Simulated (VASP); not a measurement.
A run of VASP 6.6.1:

The input INCAR:

```
PREC = Accurate ; ENCUT = 520
EDIFF = 1E-6 ; ISMEAR = 0
SIGMA = 0.1 ; LREAL = F
LASPH = T ; NELM = 60
ALGO = Normal ; ISIF = 2
LWAVE = F ; LCHARG = F
GGA = PE ; NBANDS = 24
```

KPOINTS

```
regular mesh
0
Gamma
  12 12 14
```

File POSCAR:

```
Y2SiO
1.0
    5.4141992939      0.0000000000      0.0000000000
   -2.7070996470      4.6888341297      0.0000000000
    0.0000000000      0.0000000000      3.5498591410
Y Si O
2 1 1
Direct
    0.3333333333      0.6666666667      0.5000000000
    0.6666666667      0.3333333333      0.5000000000
    0.0000000000      0.0000000000      0.5000000000
    0.0000000000      0.0000000000      0.0000000000
```

Potentials or basis: VASP PAW PBE potentials, release 64 (Y_sv, Si, O).

Command:

```sh
$ cat potpaw_PBE.64/Y_sv/POTCAR potpaw_PBE.64/Si/POTCAR potpaw_PBE.64/O/POTCAR > POTCAR
$ mpirun -np 1 vasp_std > vasp.out
```

Hardware: 1 thread of Intel(R) Xeon(R) Platinum 8259CL CPU @ 2.50GHz (Skylake/Cascade Lake) (shared host).

Task: How long does it take, and how much memory?

Result: Wall time 4 min on 1 thread of Intel(R) Xeon(R) Platinum 8259CL CPU @ 2.50GHz (Skylake/Cascade Lake), with other jobs on the host, peak memory 0.46 GiB. Counts: scf iterations 13, k points 152.
